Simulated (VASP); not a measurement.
A run of VASP 6.6.1 is set up as follows.

Contents of INCAR:

```
PREC     = Accurate       # precision mode
ENCUT    = 520            # plane-wave cutoff, eV
EDIFF    = 1E-7           # SCF threshold, eV
ISMEAR   = -1             # smearing method
SIGMA    = 0.05           # smearing width, eV
LREAL    = F              # projectors in reciprocal space
LASPH    = T              # aspherical terms in the spheres
NELM     = 150            # most SCF steps
ALGO     = Normal         # electronic algorithm
ISIF     = 2              # what is computed and relaxed
LWAVE    = F              # write WAVECAR
LCHARG   = F              # write CHGCAR
ISPIN    = 2              # spin polarisation
MAGMOM   = 0.657 0.657 0.668 0.668 # initial moments
LORBIT   = 11             # projections on sites
LMAXMIX  = 4              # l up to which the mixer works
GGA      = B5             # functional
ALDAX    = 1.0          
AGGAX    = 1.0          
AGGAC    = 1.0          
ALDAC    = 0.0          
NBANDS   = 32             # bands
```

File KPOINTS:

```
regular mesh
0
Gamma
  19 19 5
```

File POSCAR:

```
Ni
1.0
    2.5280918155      0.0000000000      0.0000000000
   -1.2640459078      2.1893917353      0.0000000000
    0.0000000000      0.0000000000      8.2839617877
Ni
4
Direct
    0.0000000000      0.0000000000      1.0000000000
    0.0000000000      0.0000000000      0.5000000000
    0.3333333333      0.6666666667      0.2500000000
    0.6666666667      0.3333333333      0.7500000000
```

Potentials or basis: VASP PAW PBE potentials, release 64 (Ni).

Launch:

```console
$ cat potpaw_PBE.64/Ni/POTCAR > POTCAR
$ mpirun -np 1 vasp_std > vasp.out
```

**Question.** Estimate the net moment.

**Answer.** 2.49 μB per cell.

**Question.** Estimate the pressure.

**Answer.** 0.2 GPa.

**Question.** What does it give for the site moments?

**Answer.** Ni +0.63, +0.64 (each value once) μB.

Stress tensor (GPa, compression positive):
```
0.13 0.00 0.00
0.00 0.13 0.00
0.00 0.00 0.24
```

Caveat: the PAW data sets were made with another functional, which shifts forces and pressure a little.
